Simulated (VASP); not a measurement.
## LaMg: relaxation of cell and atoms with LDA

The system is LaMg.

```
La Mg
1.0
     3.96000    0.00000    0.00000
     0.00000    3.96000    0.00000
     0.00000    0.00000    3.96000
La Mg
1 1
Cartesian
  0.0000 0.0000 0.0000
  1.9800 1.9800 1.9800
```

```yaml
Program: VASP 6.6.1
Task: relaxation of cell and atoms
Functional: LDA
Potentials_or_basis: VASP PAW LDA potentials, release 64 (La, Mg)
Cutoff: 600 eV
k_mesh: 5 × 5 × 5
Occupations: gaussian, width 0.1 eV
Spin: no spin polarisation
Dipole_correction: no
Further_INCAR_settings: ALGO = Normal; EDIFF = 1e-07; IBRION = 2; EDIFFG = -0.02; NSW = 60; ISIF = 3
```

The relaxed volume is 28.51 Å³/atom and the relaxed cell is a = 3.849 Å, b = 3.849 Å, c = 3.849 Å, α = 90.00°, β = 90.00°, γ = 90.00°. The space group after relaxing (to 0.05 Å) is Pm-3m (No. 221) and the energy gained by relaxing is 25.8 meV/atom. The ionic steps are 2 and the pressure after relaxing is -0.1 GPa.

Step by step:
```tsv
step	energy change (eV)	largest force (eV/Å)	pressure (GPa)	volume (Å³)
1	0.0000	0.0000	-3.00	62.10
2	-0.0515	0.0000	-0.06	57.02
```

Final structure:
```yaml
crystal:
  lattice:
    - [3.84903, 0.00000, 0.00000]
    - [0.00000, 3.84903, 0.00000]
    - [0.00000, 0.00000, 3.84903]
  atoms:
    - { symbol: La, position: [0.00000, 0.00000, 0.00000] }
    - { symbol: Mg, position: [0.50000, 0.50000, 0.50000] }
```

Levels at points of the mesh, in eV from the Fermi level:
| k point | band 2 | band 3 | band 4 | band 5 | band 6 | band 7 | band 8 | band 9 | band 10 |
| --- | --- | --- | --- | --- | --- | --- | --- | --- | --- |
| (0.00, 0.00, 0.00) | -16.02 | -16.02 | -16.02 | -4.81 | -0.62 | -0.62 | 1.76 | 1.76 | 1.76 |

Wall time 12 s on 1 thread of Intel(R) Xeon(R) Platinum 8488C (Sapphire Rapids), on a shared host, peak memory 0.17 GiB.

Caveat: spin-orbit coupling is left out, which moves the levels of the heavy elements.
